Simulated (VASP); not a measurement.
**NaLaMnMoO6: single point with PBE**

NaLaMnMoO6:

```xyz
10
Lattice="-2.7215 2.7215 3.9542 2.7215 -2.7215 3.9542 2.7215 2.7215 -3.9542" Properties=species:S:1:pos:R:3 pbc="T T T"
Na    2.7215    0.0000    1.9771
La    0.0000    2.7215    1.9771
Mn    0.0000    0.0000    3.9542
Mo    0.0000    0.0000    0.0000
O     1.6330    1.0944   -0.0069
O     1.6271   -1.0884    3.9611
O     1.0884    1.6271    3.9473
O     1.0944    3.8099    0.0069
O     0.0000    0.0000    1.9584
O     0.0000    0.0000    5.9501
```

- Program: VASP 6.6.1
- Task: single point
- Functional: PBE
- Potentials or basis: VASP PAW PBE potentials, release 64 (Na_pv, La, Mn_pv, Mo_sv, O)
- Cutoff: 520 eV
- k mesh: 5 × 5 × 5
- Occupations: fermi-dirac, width 0.05 eV
- Spin: collinear spin, ferromagnetic start
- Starting moments: [0.0, 0.0, 4.0, 1.0, 0.0, 0.0, 0.0, 0.0, 0.0, 0.0] μB

```json
{"Pressure": "0.2 GPa", "Largest force": "0.033 eV/Å", "Net moment": "2.69 μB per cell", "Site moments": "Na +0.00; La -0.01; Mn +2.95; Mo -0.39; O +0.02 μB", "Valence electrons inside the program's atomic spheres": "Na 6.02; La 8.47; Mn 11.59; Mo 12.35; O 5.03, 5.02 (each value once)"}
```

Forces in eV/Å, atoms in the order of the input:
```
Na   0.000  0.000  0.000
La   0.000  0.000  0.000
Mn   0.000  0.000  0.000
Mo   0.000  0.000  0.000
O   -0.006 -0.031 -0.010
O    0.031 -0.006  0.010
O    0.006  0.031 -0.010
O   -0.031  0.006  0.010
O    0.000  0.000 -0.019
O    0.000  0.000  0.019
```

Levels at points of the mesh, in eV from the Fermi level:
Spin up:
```
           k point  band 38  band 39  band 40  band 41  band 42  band 43  band 44  band 45  band 46  band 47
(0.00, 0.00, 0.00)    -2.85    -2.76    -2.34    -2.34    -0.88    -0.61     0.78     0.78     1.10     2.26
```
Spin down:
```
           k point  band 36  band 37  band 38  band 39  band 40  band 41  band 42  band 43
(0.00, 0.00, 0.00)    -2.95    -2.59    -2.59    -0.91    -0.88    -0.88     0.89     1.37
```

Run time: 23 min on 1 thread of Intel Xeon 8259CL (shared host), peak memory 0.49 GiB.

Caveat: spin-orbit coupling is left out, which moves the levels of the heavy elements; a cell with one magnetic atom can't hold antiferromagnetic order, which such compounds often take; semilocal functionals often make such compounds metallic where correlation or magnetic order opens a gap, which also shifts bond lengths. With open d or f shells a metallic result of PBE can be an artefact of self-interaction; +U or a hybrid may open a gap.
